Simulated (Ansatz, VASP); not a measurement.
# One calculation of Pt, two programs

```
Pt
1.0
     0.00000    2.00700    1.88678
     2.00700    0.00000    1.88678
     2.00700    2.00700    0.00000
Pt
1
Cartesian
  0.0000 0.0000 0.0000
```

Alike in both runs: task single point; functional LDA; k mesh 22 × 22 × 22; occupations gaussian, width 0.15 eV; no spin polarisation.

|  | VASP | Ansatz |
| --- | --- | --- |
| version | VASP 6.6.1 | Ansatz 0.2.0 |
| potentials or method | VASP PAW LDA potentials, release 64 (Pt), cutoff 520 eV | scalar-relativistic, plane waves, PAW |
| valence electrons in the cell | 10 | 18 |

Ansatz gave:

| Quantity | Value |
| --- | --- |
| gap on the k mesh at the Fermi level (eV) | none |
| pressure (GPa) | -8.0 |
| traceless stress, the component that is largest in VASP (GPa) | 3.09 |

**Question.** What did VASP give for the same quantities?

**Answer.** gap on the k mesh at the Fermi level (eV): none; pressure (GPa): -7.3; traceless stress, the component that is largest in VASP (GPa): 3.11.

LDA's correlation is that of Perdew and Zunger in VASP and of Perdew and Wang (1992) in Ansatz. A gap of «none» marks a metal or a gap that the smearing closes. VASP's potentials hold 10 valence electrons a cell and Ansatz's 18, so a difference there can come from the potentials and not from the codes.

Spin-orbit coupling is off throughout.
